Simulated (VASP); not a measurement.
Runs of VASP 6.6.1 on BN. The structure is that of space group P6_3mc (No. 186), or close to it. The cells are those of the table. 

| cell | gap on the mesh (eV) | pressure (GPa) | largest force (eV/Å) |
| --- | --- | --- | --- |
| a = 2.554, b = 2.548, c = 4.227 Å, angles 90.0, 90.0, 119.8°, 4 atoms | 5.18 | 0.2 | 0.03 |
| a = 2.554, b = 2.551, c = 4.227 Å, angles 90.0, 90.0, 119.9°, 4 atoms | (a) | 0.2 | 0.02 |
| a = 2.554, b = 2.537, c = 4.227 Å, angles 90.0, 90.0, 119.4°, 4 atoms | 5.15 | 0.3 | 0.07 |
| a = 2.554, b = 2.546, c = 4.227 Å, angles 90.0, 90.0, 119.7°, 4 atoms | 5.17 | 0.2 | 0.04 |
| a = 2.554, b = 2.565, c = 4.227 Å, angles 90.0, 90.0, 120.4°, 4 atoms | 5.17 | 0.2 | 0.05 |
| a = 2.554, b = 2.576, c = 4.227 Å, angles 90.0, 90.0, 120.9°, 4 atoms | 5.14 | 0.3 | 0.09 |
| a = 2.554, b = 2.535, c = 4.227 Å, angles 90.0, 90.0, 119.2°, 4 atoms | 5.14 | 0.3 | 0.08 |
| a = 2.554, b = 2.540, c = 4.227 Å, angles 90.0, 90.0, 119.5°, 4 atoms | 5.16 | 0.2 | 0.06 |

Alike in all rows: task single point; level PBE; potentials or basis VASP PAW PBE potentials, release 64 (B, N); no spin polarisation; k mesh 12 × 12 × 6; cutoff (eV) 520; smearing gaussian 0.05 eV.

Question: Estimate the missing entries.

Answer: (a) 5.19.

A k mesh can miss the band edges.
